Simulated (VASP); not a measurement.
A run of VASP 6.6.1:

The input INCAR:

```
SYSTEM = Zn
PREC = Accurate
ENCUT = 520
EDIFF = 1E-6
ISMEAR = 0
SIGMA = 0.019000000000000003
LREAL = .False.
LASPH = .True.
NELM = 60
ALGO = Fast
ISIF = 2
LWAVE = .False.
LCHARG = .True.
GGA = PE
LELF = .True.
LVHAR = .True.
NBANDS = 12
```

File KPOINTS:

```
Automatic mesh
0
Gamma
  12 12 12
  0 0 0
```

POSCAR

```
Zn
1.0
   -1.5690370000      1.5690370000      1.5690370000
    1.5690370000     -1.5690370000      1.5690370000
    1.5690370000      1.5690370000     -1.5690370000
Zn
1
Direct
    0.0000000000      0.0000000000      0.0000000000
```

Potentials or basis: VASP PAW PBE potentials, release 64 (Zn).

Command:

```console
$ cat potpaw_PBE.64/Zn/POTCAR > POTCAR
$ mpirun -np 1 vasp_std > vasp.out
```

Hardware: 1 thread of AMD EPYC 7R13, on a shared host.

**Question.** How long does it take, and how much memory?

**Answer.** Wall time 24 s on 1 thread of AMD EPYC 7R13, on a shared host, peak memory 0.1 GiB. Counts: scf iterations 11, k points 72.
